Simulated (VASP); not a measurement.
# TiO2 (P1) in VASP: single point with r2SCAN

Aim: the single point of TiO2 with r2SCAN.

Everything below comes from runs of VASP 6.6.1. Logs are shortened: lines on timing, memory, paths and dates and some standing lists are left out, and cuts for length are marked.

## (1) The cell of the first run

The typed cell holds 6 atoms: a = 3.825 Å, b = 3.818 Å, c = 5.516 Å, α = 110.82°, β = 111.06°, γ = 91.00°.

## (2) Single point, r2SCAN

The input, POSCAR:

```
TiO2
1.0
    2.6805548658     -2.7284128728     -0.0617389515
    2.6752617647      2.7231209861     -0.0543959535
   -2.7090875630      0.0090815493      4.8052823094
Ti O
2 4
Direct
    0.1219484995      0.8575515384      0.2362471605
    0.8755807488      0.1482181876      0.7558577591
    0.3540058329      0.0989456189      0.6738295210
    0.6731971283      0.9418963086      0.3216654504
    0.9681807552      0.6826863602      0.8467382601
    0.0640405078      0.3491038293      0.1745947979
```

The input, INCAR.step1:

```
PREC = Accurate
ENCUT = 910
ISMEAR = 0
SIGMA = 0.02
LREAL = F
LASPH = T
NELM = 120
NBANDS = 33
GGA = PE
ALGO = Normal
EDIFF = 1E-5
LWAVE = T
LCHARG = F
GGA_COMPAT = F
```

The input, INCAR.step2:

```
PREC = Accurate
ENCUT = 910
EDIFF = 1E-6
ISMEAR = 0
SIGMA = 0.02
LREAL = F
LASPH = T
NELM = 120
ALGO = Normal
ISIF = 2
LWAVE = F
LCHARG = F
METAGGA = R2SCAN
LMIXTAU = T
NBANDS = 33
ISTART = 1
GGA_COMPAT = F
```

The input, KPOINTS:

```
regular mesh
0
Gamma
  4 4 2
```

Potentials or basis: VASP PAW PBE potentials, release 64 (Ti_sv, O_h).

Launch:

```sh
$ cat potpaw_PBE.64/Ti_sv/POTCAR potpaw_PBE.64/O_h/POTCAR > POTCAR
$ cp INCAR.step1 INCAR
$ mpirun -np 1 vasp_std > vasp.out
$ cp INCAR.step2 INCAR
$ mpirun -np 1 vasp_std > vasp.out
```

OUTCAR:

```text
PREC = Accurate
   ENCUT = 910
   EDIFF = 1E-6
   ISMEAR = 0
   LREAL = F
   LASPH = T
   NELM = 120
   ISIF = 2
   METAGGA = R2SCAN
   ISTART = 1

 ion  position               nearest neighbor table
   1  0.122  0.858  0.236-   6 1.84   5 1.86   4 1.94   4 1.98   6 2.02   3 2.08   2 2.87
   2  0.876  0.148  0.756-   3 1.87   5 1.91   6 1.99   5 2.02   3 2.03   4 2.06   1 2.87
   3  0.354  0.099  0.674-   2 1.87   2 2.03   1 2.08
   4  0.673  0.942  0.322-   1 1.94   1 1.98   2 2.06
   5  0.968  0.683  0.847-   1 1.86   2 1.91   2 2.02
   6  0.064  0.349  0.175-   1 1.84   2 1.99   1 2.02

  LATTYP: Found a triclinic cell.
 ALAT       =     3.8253657199
 B/A-ratio  =     1.4251033164
 C/A-ratio  =     2.4094441646
 COS(alpha) =     0.0003376943
 COS(beta)  =     0.6005099283
 COS(gamma) =     0.7139434816

  Lattice vectors:

 A1 = (  -2.6805548658,   2.7284128728,   0.0617389515)
 A2 = (  -0.0052931011,   5.4515338589,   0.0073429980)
 A3 = (  -8.0025456980,   0.0015022241,  -4.5730124994)

Analysis of symmetry for initial positions (statically):
=====================================================================
 Subroutine PRICEL returns:
 Original cell was already a primitive cell.

 Routine SETGRP: Setting up the symmetry group for a
 triclinic supercell.

 Subroutine GETGRP returns: Found  1 space group operations
 (whereof  1 operations were pure point group operations)
 out of a pool of  2 trial point group operations.

The static configuration has the point symmetry C_1 .

Analysis of symmetry for dynamics (positions and initial velocities):
=====================================================================
 Subroutine PRICEL returns:
 Original cell was already a primitive cell.

 Routine SETGRP: Setting up the symmetry group for a
 triclinic supercell.

 Subroutine GETGRP returns: Found  1 space group operations
 (whereof  1 operations were pure point group operations)
 out of a pool of  2 trial point group operations.

The dynamic configuration has the point symmetry C_1 .

 Subroutine INISYM returns: Found  1 space group operations
 (whereof  1 operations are pure point group operations),
 and found     1 'primitive' translations

----------------------------------------------------------------------------------------

                                     Primitive cell

  volume of cell :      69.2931

  direct lattice vectors                    reciprocal lattice vectors
     2.680554866 -2.728412873 -0.061738951     0.188847823 -0.183395127  0.106813870
     2.675261765  2.723120986 -0.054395953     0.189199580  0.183475106  0.106318830
    -2.709087563  0.009081549  4.805282309     0.004568089 -0.000279342  0.210680211

  length of vectors
     3.825365720  3.817770597  5.516337188     0.284088852  0.284188827  0.210729914

  position of ions in fractional coordinates (direct lattice)
     0.121948500  0.857551538  0.236247160
     0.875580749  0.148218188  0.755857759
     0.354005833  0.098945619  0.673829521
     0.673197128  0.941896309  0.321665450
     0.968180755  0.682686360  0.846738260
     0.064040508  0.349103829  0.174594798

  ion indices of the primitive-cell ions
   primitive index   ion index
                 1           1
                 2           2
                 3           3
                 4           4
                 5           5
                 6           6

----------------------------------------------------------------------------------------

 KPOINTS: regular mesh

Automatic generation of k-mesh.
 Grid dimensions read from file:
 generate k-points for:    4    4    2

 Generating k-lattice:

  Cartesian coordinates                     Fractional coordinates (reciprocal lattice)
     0.047211956 -0.045848782  0.026703468     0.250000000  0.000000000 -0.000000000
     0.047299895  0.045868777  0.026579707    -0.000000000  0.250000000  0.000000000
     0.002284045 -0.000139671  0.105340105     0.000000000  0.000000000  0.500000000

  Length of vectors
     0.071022213  0.071047207  0.105364957

  Shift w.r.t. Gamma in fractional coordinates (k-lattice)
     0.000000000  0.000000000  0.000000000

 Subroutine IBZKPT returns following result:
 ===========================================

 Found     20 irreducible k-points:

 Following reciprocal coordinates:
            Coordinates               Weight
  0.000000  0.000000  0.000000      1.000000
  0.250000 -0.000000  0.000000      2.000000
  0.500000 -0.000000  0.000000      1.000000
 -0.000000  0.250000  0.000000      2.000000
  0.250000  0.250000  0.000000      2.000000
  0.500000  0.250000  0.000000      2.000000
[... 12 lines left out ...]
  0.250000  0.500000  0.500000      2.000000
  0.500000  0.500000  0.500000      1.000000
   k-points           NKPTS =     20   k-points in BZ     NKDIM =     20   number of bands    NBANDS=     33
   number of dos      NEDOS =    301   number of ions     NIONS =      6
   total plane-waves  NPLWV =  86400
   dimension x,y,z NGX =    40 NGY =   40 NGZ =   54
   dimension x,y,z NGXF=    80 NGYF=   80 NGZF=  108
   ions per type =               2   4
   NGX,Y,Z   is equivalent  to a cutoff of  17.38, 17.42, 16.27 a.u.
   NGXF,Y,Z  is equivalent  to a cutoff of  34.77, 34.84, 32.55 a.u.
 SYSTEM =  unknown system
   PREC   = accura    normal or accurate (medium, high low for compatibility)
   ISTART =      1    job   : 0-new  1-cont  2-samecut
   ICHARG =      0    charge: 1-file 2-atom 10-const
   ISPIN  =      1    spin polarized calculation?
   LNONCOLLINEAR =      F non collinear calculations
   LSORBIT =      F    spin-orbit coupling
   LASPH  =      T    aspherical Exc in radial PAW
   ENCUT  =  910.0 eV  66.88 Ry    8.18 a.u.   9.41  9.39 13.57*2*pi/ulx,y,z
   NELM   =    120;   NELMIN=  2; NELMDL=  0     # of ELM steps
   EDIFF  = 0.1E-05   stopping-criterion for ELM
   LREAL  =      F    real-space projection
[... 7 lines left out ...]
   TEBEG  =    0.0;   TEEND  =   0.0 temperature during run
   PSTRESS=    0.0 pullay stress
   NELECT =      48.0000    total number of electrons
   NUPDOWN=      -1.0000    fix difference up-down
   EMIN   =  10.00;   EMAX   =-10.00  energy-range for DOS
   EFERMI =   0.00;   METHOD = LEGACY
   ISMEAR =     0;   SIGMA  =   0.02  broadening in eV -4-tet -1-fermi 0-gaus
   EFERMI_NEDOS =   21; number of points for ismear=-14 and -15
   IALGO  =     38    algorithm
   IMIX   =      4    mixing-type and parameters
     AMIX     =   0.40;   BMIX     =  1.00
     AMIX_MAG =   1.60;   BMIX_MAG =  1.00
  volume/ion in A,a.u.               =      11.55        77.94
  Fermi-wavevector in a.u.,A,eV,Ry     =   1.448522  2.737310 28.547970  2.098217
  Thomas-Fermi vector in A             =   2.566353
   LORBIT       =      0    0 simple, 1 ext, 2 COOP (PROOUT), +10 PAW based schemes
   METAGGA = R2SCAN    functional components
   LHFCALC =     F    Hartree Fock is set to
   AEXX    =    0.0000 exact exchange contribution
   IVDW    =     0    specifies the selected vdW correction
   LEPSILON=     F    determine dielectric tensor
   LRPA    =     F    only Hartree local field effects (RPA)
 non-spin polarized calculation
 Gauss-broadening in eV      SIGMA  =   0.02
  energy-cutoff  :      910.00
  volume of cell :       69.29
 maximum number of plane-waves:      4346
 NGX is ok and might be reduce to    40
   NGX = 19   NGY = 19   NGZ = 27

 number of electron      48.0000001 magnetization

 Free energy of the ion-electron system (eV)
  ---------------------------------------------------
  ext. energy  EPLUGINS =         0.00000000
  ---------------------------------------------------
  free energy    TOTEN  =       -69.65585358 eV

  energy without entropy =      -69.65585358  energy(sigma->0) =      -69.65585358

 E-fermi :   3.6770     XC(G=0): -11.3843

 val. band max:        3.4734208502   @ k =   0.5000   0.5000   0.0000
 cond. band min:       6.0601350869   @ k =   0.0000   0.0000   0.0000
 fundamental gap:      2.5867142367
 Fermi energy:         3.6770307238

 k-point     1 :       0.0000    0.0000    0.0000
  band No.  band energies     occupation
      1     -55.4140      2.00000
      2     -55.0809      2.00000
      3     -30.7595      2.00000
      4     -30.5954      2.00000
      5     -30.5443      2.00000
      6     -30.3007      2.00000
[... 25 lines left out ...]
     32       8.8875      0.00000
     33       8.9924      0.00000

 k-point     2 :       0.2500   -0.0000    0.0000
  band No.  band energies     occupation
      1     -55.4120      2.00000
      2     -55.0809      2.00000
      3     -30.7375      2.00000
      4     -30.6012      2.00000
      5     -30.5851      2.00000
      6     -30.3086      2.00000
[... 25 lines left out ...]
     32       9.3569      0.00000
     33       9.8159      0.00000

 k-point     3 :       0.5000   -0.0000    0.0000
  band No.  band energies     occupation
      1     -55.4101      2.00000
      2     -55.0809      2.00000
      3     -30.7062      2.00000
      4     -30.6489      2.00000
      5     -30.5920      2.00000
      6     -30.3321      2.00000
[... 25 lines left out ...]
     32       9.5375      0.00000
     33      10.0946      0.00000

 k-point     4 :      -0.0000    0.2500    0.0000
  band No.  band energies     occupation
      1     -55.4114      2.00000
      2     -55.0814      2.00000
      3     -30.7526      2.00000
      4     -30.6443      2.00000
      5     -30.5456      2.00000
      6     -30.3350      2.00000
[... 25 lines left out ...]
     32       9.3504      0.00000
     33       9.8441      0.00000

 k-point     5 :       0.2500    0.2500    0.0000
  band No.  band energies     occupation
      1     -55.4095      2.00000
      2     -55.0814      2.00000
      3     -30.7218      2.00000
      4     -30.6524      2.00000
      5     -30.5949      2.00000
      6     -30.3316      2.00000
[... 460 lines left out ...]
 k-point    18 :       0.0000    0.5000    0.5000
  band No.  band energies     occupation
      1     -55.4099      2.00000
      2     -55.0808      2.00000
      3     -30.8006      2.00000
      4     -30.6712      2.00000
      5     -30.5450      2.00000
      6     -30.3411      2.00000
[... 25 lines left out ...]
     32       9.6515      0.00000
     33       9.8876      0.00000

 k-point    19 :       0.2500    0.5000    0.5000
  band No.  band energies     occupation
      1     -55.4084      2.00000
      2     -55.0802      2.00000
      3     -30.7892      2.00000
      4     -30.6738      2.00000
      5     -30.5913      2.00000
      6     -30.3412      2.00000
[... 25 lines left out ...]
     32      10.1275      0.00000
     33      10.6889      0.00000

 k-point    20 :       0.5000    0.5000    0.5000
  band No.  band energies     occupation
      1     -55.4069      2.00000
      2     -55.0797      2.00000
      3     -30.7735      2.00000
      4     -30.6873      2.00000
      5     -30.6301      2.00000
      6     -30.3431      2.00000
[... 25 lines left out ...]
     32      10.4283      0.00000
     33      10.7388      0.00000

------------------------ aborting loop because EDIFF is reached ----------------------------------------

  FORCE on cell =-STRESS in cart. coord.  units (eV):
  Direction    XX          YY          ZZ          XY          YZ          ZX
  --------------------------------------------------------------------------------------
  -------------------------------------------------------------------------------------
  Total       -0.6228309     -1.4679206     -0.1748206      2.4142836      0.4455564      1.1686727
  in kB      -14.4009271    -33.9408632     -4.0421549     55.8224136     10.3020338     27.0217349
  external PRESSURE =     -17.4613151 kB  Pullay stress =       0.0000000 kB

 VOLUME and BASIS-vectors are now :
 -----------------------------------------------------------------------------
  energy-cutoff  :      910.00
  volume of cell :       69.29
      direct lattice vectors                 reciprocal lattice vectors
     2.680554866 -2.728412873 -0.061738951     0.188847823 -0.183395127  0.106813870
     2.675261765  2.723120986 -0.054395953     0.189199580  0.183475106  0.106318830
    -2.709087563  0.009081549  4.805282309     0.004568089 -0.000279342  0.210680211

 POSITION                                       TOTAL-FORCE (eV/Angst)
 -----------------------------------------------------------------------------------
      1.98105      2.00464      1.08106         0.545094      0.382183      1.840419
      0.69588     -1.97847      3.56999        -0.136932     -0.274968     -0.956299
     -0.61183     -0.69031      3.21070         0.088597     -0.301018     -0.118577
      3.45294      0.73106      1.45290        -0.627447      0.137107      0.914515
      2.12774     -0.77487      3.97191        -0.097015      0.242837     -1.137775
      0.63262      0.77751      0.81603         0.227702     -0.186142     -0.542282
 -----------------------------------------------------------------------------------
    total drift:                                0.000209     -0.000201     -0.004784

  FREE ENERGIE OF THE ION-ELECTRON SYSTEM (eV)
  ---------------------------------------------------
  free  energy   TOTEN  =       -69.6558535757 eV

  energy  without entropy=      -69.6558535757  energy(sigma->0) =      -69.65585358
```

Wall time 7.1 min (1 thread of AMD EPYC 7R13 (Zen 3), shared host); peak memory 0.31 GiB.

Results:

```yaml
Free_energy: -69.6559 eV
Pressure: -1.7 GPa
Largest_force: 1.957 eV/Å
Band_gap_on_the_k_mesh: 2.59 eV (least direct gap 3.02 eV)
```

Forces on the atoms (eV/Å):
```
Ti   0.545  0.382  1.840
Ti  -0.137 -0.275 -0.956
O    0.089 -0.301 -0.119
O   -0.627  0.137  0.915
O   -0.097  0.243 -1.138
O    0.228 -0.186 -0.542
```

Caveat: the k points lie up to 0.64 Å⁻¹ apart; the cutoff is under 1.25 times the usual one of these potentials, so pressure, stress and relaxed cells hold a basis-set (Pulay) error; the PAW data sets were made with another functional, which shifts forces and pressure a little. A k mesh can miss the band edges.
